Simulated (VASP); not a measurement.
A run of VASP 6.6.1 is set up as follows.

The input INCAR:

```
ALGO = Normal
EDIFF = 1E-7
EDIFFG = -0.005
ENCUT = 600
GGA = PE
IBRION = 2
ISIF = 4
ISMEAR = -1
LASPH = True
LCHARG = False
LREAL = False
LWAVE = False
NELM = 100
NSW = 50
PREC = Accurate
SIGMA = 0.1
```

KPOINTS

```
k-points
0
Gamma
  17 17 17
```

The input POSCAR:

```
Au
1.0
   -2.4438224013      2.4438224013      1.2547607553
    2.4438224013     -2.4438224013      1.2547607553
    2.4438224013      2.4438224013     -1.2547607553
Au
2
Direct
   -0.3750000000     -0.1250000000     -0.2500000000
    0.3750000000      0.1250000000      0.2500000000
```

Potentials or basis: VASP PAW PBE potentials, release 64 (Au).

Run with:

```console
$ cat potpaw_PBE.64/Au/POTCAR > POTCAR
$ mpirun -np 1 vasp_std > vasp.out
```

(1) What does it give for the band gap on the k mesh?

Results:

(1) zero (band 11 reaches 15.06 eV, above the bottom of band 12 at 9.44 eV).

Caveat: spin-orbit coupling is left out, which moves the levels of the heavy elements.
